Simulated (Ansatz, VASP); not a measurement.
# Two plane-wave programs on BF3

```
B F
1.0
     5.80279    0.00000    0.00000
    -2.90140    5.02536    0.00000
     0.00000    0.00000   22.73796
B F
1 3
Direct
  0.16667 0.33333 0.72113
  0.95339 0.09243 0.72158
  0.13905 0.54661 0.72158
  0.40757 0.36095 0.72158
```

Alike in both runs: task single point; functional PBE; dispersion D3(BJ); k mesh 4 × 4 × 1; occupations gaussian, width 0.1 eV; no spin polarisation.

|  | VASP | Ansatz |
| --- | --- | --- |
| version | VASP 6.6.1 | Ansatz 0.2.0 |
| potentials or method | VASP PAW PBE potentials, release 64 (B, F), cutoff 520 eV | scalar-relativistic, plane waves, PAW |
| valence electrons in the cell | 24 | 24 |

```tsv
	VASP	Ansatz	Ansatz less VASP
gap on the k mesh at the Fermi level (eV)	8.37	8.38	+0.007
rms of the force components (eV/Å)	0.106	0.062	-0.0433
```

Atom by atom the forces differ by 0.127 eV/Å (rms over components). One of these differences is far larger than is usual between the two programs; its cause wasn't traced.
